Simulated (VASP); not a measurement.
# Mo (Im-3m) in VASP: relaxation of cell and atoms with LDA

Aim: the relaxation of cell and atoms of Mo with LDA.

Everything below comes from runs of VASP 6.6.1. Logs are shortened: lines on timing, memory, paths and dates and some standing lists are left out, and cuts for length are marked.

## Step 1: The cell of the first run

The structure is cubic, space group Im-3m (No. 229). The conventional cell has a = 3.147 Å, b = 3.147 Å, c = 3.147 Å, α = 90.00°, β = 90.00°, γ = 90.00°. Within 3.6 Å of Mo (site symmetry m-3m) lie 14 Mo at 2.73 to 3.15 Å.

## Step 2: Relaxation of cell and atoms, LDA

INCAR

```
ALGO = Normal ; EDIFF = 1E-7
EDIFFG = -0.002 ; ENCUT = 600
GGA = CA ; IBRION = 2
ISIF = 3 ; ISMEAR = -1
LASPH = True ; LCHARG = False
LREAL = False ; LWAVE = False
NELM = 80 ; NSW = 100
PREC = Accurate ; SIGMA = 0.08
```

KPOINTS

```
k-points
0
Gamma
  24 24 24
```

POSCAR

```
Mo
1.0
   -1.5734150000      1.5734150000      1.5734150000
    1.5734150000     -1.5734150000      1.5734150000
    1.5734150000      1.5734150000     -1.5734150000
Mo
1
Direct
    0.0000000000      0.0000000000      0.0000000000
```

Potentials or basis: VASP PAW LDA potentials, release 64 (Mo_sv).

Run with:

```sh
cat potpaw_LDA.64/Mo_sv/POTCAR > POTCAR
mpirun -np 1 vasp_std > vasp.out
```

OUTCAR:

```text
EDIFF = 1E-7
   EDIFFG = -0.002
   ENCUT = 600
   GGA = CA
   IBRION = 2
   ISIF = 3
   ISMEAR = -1
   LASPH = True
   LREAL = False
   NELM = 80
   NSW = 100
   PREC = Accurate

 ion  position               nearest neighbor table
   1  0.000  0.000  0.000-

  LATTYP: Found a body centered cubic cell.
 ALAT       =     3.1468300000

  Lattice vectors:

 A1 = (  -1.5734150000,   1.5734150000,   1.5734150000)
 A2 = (   1.5734150000,  -1.5734150000,   1.5734150000)
 A3 = (   1.5734150000,   1.5734150000,  -1.5734150000)

Analysis of symmetry for initial positions (statically):
=====================================================================
 Subroutine PRICEL returns:
 Original cell was already a primitive cell.

 Routine SETGRP: Setting up the symmetry group for a
 body centered cubic supercell.

 Subroutine GETGRP returns: Found 48 space group operations
 (whereof 48 operations were pure point group operations)
 out of a pool of 48 trial point group operations.

The static configuration has the point symmetry O_h .

Analysis of symmetry for dynamics (positions and initial velocities):
=====================================================================
 Subroutine PRICEL returns:
 Original cell was already a primitive cell.

 Routine SETGRP: Setting up the symmetry group for a
 body centered cubic supercell.

 Subroutine GETGRP returns: Found 48 space group operations
 (whereof 48 operations were pure point group operations)
 out of a pool of 48 trial point group operations.

The dynamic configuration has the point symmetry O_h .

 Subroutine INISYM returns: Found 48 space group operations
 (whereof 48 operations are pure point group operations),
 and found     1 'primitive' translations

----------------------------------------------------------------------------------------

                                     Primitive cell

  volume of cell :      15.5808

  direct lattice vectors                    reciprocal lattice vectors
    -1.573415000  1.573415000  1.573415000     0.000000000  0.317780115  0.317780115
     1.573415000 -1.573415000  1.573415000     0.317780115  0.000000000  0.317780115
[... 98 lines left out ...]
   ISMEAR =    -1;   SIGMA  =   0.08  broadening in eV -4-tet -1-fermi 0-gaus
   EFERMI_NEDOS =   21; number of points for ismear=-14 and -15
   IALGO  =     38    algorithm
   IMIX   =      4    mixing-type and parameters
     AMIX     =   0.40;   BMIX     =  1.00
     AMIX_MAG =   1.60;   BMIX_MAG =  1.00
  volume/ion in A,a.u.               =      15.58       105.14
  Fermi-wavevector in a.u.,A,eV,Ry     =   1.579747  2.985289 33.954710  2.495601
  Thomas-Fermi vector in A             =   2.680079
   LORBIT       =      0    0 simple, 1 ext, 2 COOP (PROOUT), +10 PAW based schemes
   GGA     = CA    functional components
   LHFCALC =     F    Hartree Fock is set to
   AEXX    =    0.0000 exact exchange contribution
   IVDW    =     0    specifies the selected vdW correction
   LEPSILON=     F    determine dielectric tensor
   LRPA    =     F    only Hartree local field effects (RPA)
 conjugate gradient relaxation of ions
 non-spin polarized calculation
  energy-cutoff  :      600.00
  volume of cell :       15.58
 maximum number of plane-waves:       539
 NGX is ok and might be reduce to    24
   NGX = 11   NGY = 11   NGZ = 11

--------------------------------------- Ionic step        1  -------------------------------------------

 number of electron      14.0000002 magnetization

 Free energy of the ion-electron system (eV)
  ---------------------------------------------------
  ext. energy  EPLUGINS =         0.00000000
  ---------------------------------------------------
  free energy    TOTEN  =       -12.12552637 eV

  energy without entropy =      -12.11159473  energy(sigma->0) =      -12.11856055

------------------------ aborting loop because EDIFF is reached ----------------------------------------

  FORCE on cell =-STRESS in cart. coord.  units (eV):
  Direction    XX          YY          ZZ          XY          YZ          ZX
  --------------------------------------------------------------------------------------
  -------------------------------------------------------------------------------------
  Total       -0.7928172     -0.7928172     -0.7928172     -0.0000000     -0.0000000      0.0000000
  in kB      -81.5255653    -81.5255653    -81.5255653     -0.0000000     -0.0000000      0.0000000
  external PRESSURE =     -81.5255653 kB  Pullay stress =       0.0000000 kB
[... 197 lines left out ...]
--------------------------------------- Ionic step        7  -------------------------------------------

 number of electron      13.9999999 magnetization

 Free energy of the ion-electron system (eV)
  ---------------------------------------------------
  ext. energy  EPLUGINS =         0.00000000
  ---------------------------------------------------
  free energy    TOTEN  =       -12.13743346 eV

  energy without entropy =      -12.12378345  energy(sigma->0) =      -12.13060846

 E-fermi :  13.0414     XC(G=0): -13.7886

 val. band max:       13.0294573780   @ k =  -0.2083   0.3333   0.0833
 cond. band min:      13.0553999618   @ k =  -0.2500   0.3750   0.1250
 fundamental gap:      0.0259425838
 Fermi energy:        13.0413994767

 k-point     1 :       0.0000    0.0000    0.0000
  band No.  band energies     occupation
      1     -47.9366      2.00000
      2     -21.2962      2.00000
      3     -21.2962      2.00000
      4     -21.2962      2.00000
      5       5.6757      2.00000
      6      11.5662      2.00000
      7      11.5662      2.00000
      8      11.5662      2.00000
      9      14.6931      0.00000
     10      14.6931      0.00000
     11      27.8790      0.00000
[... 309 lines left out ...]
 k-point    24 :       0.4583    0.0417    0.0000
  band No.  band energies     occupation
      1     -47.6265      2.00000
      2     -22.8584      2.00000
      3     -21.8014      2.00000
      4     -21.3225      2.00000
      5       7.5324      2.00000
      6       9.4587      2.00000
      7      14.3427      0.00000
      8      14.7521      0.00000
      9      15.6497      0.00000
     10      18.1257      0.00000
     11      25.0927      0.00000

 [... further k-points ...]

------------------------ aborting loop because EDIFF is reached ----------------------------------------

  FORCE on cell =-STRESS in cart. coord.  units (eV):
  Direction    XX          YY          ZZ          XY          YZ          ZX
  --------------------------------------------------------------------------------------
  -------------------------------------------------------------------------------------
  Total       -0.0003432     -0.0003432     -0.0003432     -0.0000000      0.0000000     -0.0000000
  in kB       -0.0363544     -0.0363544     -0.0363544     -0.0000000      0.0000000     -0.0000000
  external PRESSURE =      -0.0363544 kB  Pullay stress =       0.0000000 kB
[... 16 lines left out ...]
  FREE ENERGIE OF THE ION-ELECTRON SYSTEM (eV)
  ---------------------------------------------------
  free  energy   TOTEN  =       -12.1374334623 eV

  energy  without entropy=      -12.1237834505  energy(sigma->0) =      -12.13060846

 reached required accuracy - stopping structural energy minimisation
```

CONTCAR:

```text
Mo
   1.00000000000000
    -1.5579053295993828    1.5579053295993828    1.5579053295993828
     1.5579053295993828   -1.5579053295993828    1.5579053295993828
     1.5579053295993828    1.5579053295993828   -1.5579053295993828
  Mo
     1
Direct
     0.0000000000000000    0.0000000000000000    0.0000000000000000

  0.00000000E+00  0.00000000E+00  0.00000000E+00
```

Run time: 11 min. Hardware: 1 thread of AMD EPYC 7R13, shared host; peak memory 0.19 GiB.

Results:

```yaml
Free_energy: -12.1374 eV
Relaxed_volume: 15.12 Å³/atom
Relaxed_cell: a = 2.698 Å, b = 2.698 Å, c = 2.698 Å, α = 109.47°, β = 109.47°, γ = 109.47°
Space_group_after_relaxing_to_0.1_Å: Im-3m (No. 229)
Energy_gained_by_relaxing: 11.9 meV/atom
Ionic_steps: 7
Pressure_after_relaxing: 0.0 GPa
Band_gap_on_the_k_mesh: zero (bands 7 and 8 overlap by 5.64 eV)
```

Step by step:
| step | energy change (eV) | largest force (eV/Å) | pressure (GPa) | volume (Å³) |
| --- | --- | --- | --- | --- |
| 1 | 0.0000 | 0.0000 | -8.15 | 15.58 |
| 2 | 0.1000 | 0.0000 | 30.56 | 13.86 |
| 3 | -0.0119 | 0.0000 | -0.31 | 15.14 |
| 4 | -0.0119 | 0.0000 | -0.04 | 15.13 |
| 5 | -0.0119 | 0.0000 | 0.13 | 15.12 |
| 6 | -0.0119 | 0.0000 | -0.32 | 15.14 |
| 7 | -0.0119 | 0.0000 | 0.00 | 15.12 |

Final structure:
```
Mo
1.0
    -1.55791    1.55791    1.55791
     1.55791   -1.55791    1.55791
     1.55791    1.55791   -1.55791
Mo
1
Cartesian
  0.0000 0.0000 0.0000
```

The gap in the log of VASP goes by the Fermi energy; the results here count the filled bands.